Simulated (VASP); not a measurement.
Wanted: the native input for a VASP 6.6.1 run.

```yaml
Task: single point
Functional: LDA
Potentials_or_basis: VASP PAW LDA potentials, release 64 (Se)
Cutoff: 520 eV
k_mesh: 21 × 21 × 21
Occupations: fermi-dirac, width 0.1 eV
Spin: no spin polarisation
Dipole_correction: no
Further_INCAR_settings: ALGO = Normal; EDIFF = 1e-06; NBANDS = 9
```

The structure of Se lies in POSCAR:

```
Se
1.0
    0.0000000000      2.1170111064      2.1170111064
    2.1170111064      0.0000000000      2.1170111064
    2.1170111064      2.1170111064      0.0000000000
Se
1
Direct
    0.0000000000      0.0000000000      0.0000000000
```

The input as run:

INCAR

```
PREC = Accurate
ENCUT = 520
EDIFF = 1E-6
ISMEAR = -1
SIGMA = 0.1
LREAL = F
LASPH = T
NELM = 80
ALGO = Normal
ISIF = 2
LWAVE = F
LCHARG = F
GGA = CA
NBANDS = 9
```

KPOINTS

```
Automatic mesh
0
Gamma
  21 21 21
```

Potentials or basis: VASP PAW LDA potentials, release 64 (Se).

Run with:

```console
$ cat potpaw_LDA.64/Se/POTCAR > POTCAR
$ mpirun -np 1 vasp_std > vasp.out
```

It gave:

* Pressure: 0.0 GPa
* Band gap on the k mesh: zero (band 3 reaches 9.73 eV, above the bottom of band 4 at 3.96 eV)

It took 8.9 s on 1 thread of Intel(R) Xeon(R) 6975P-C (Granite Rapids) (shared host), peak memory 0.16 GiB.
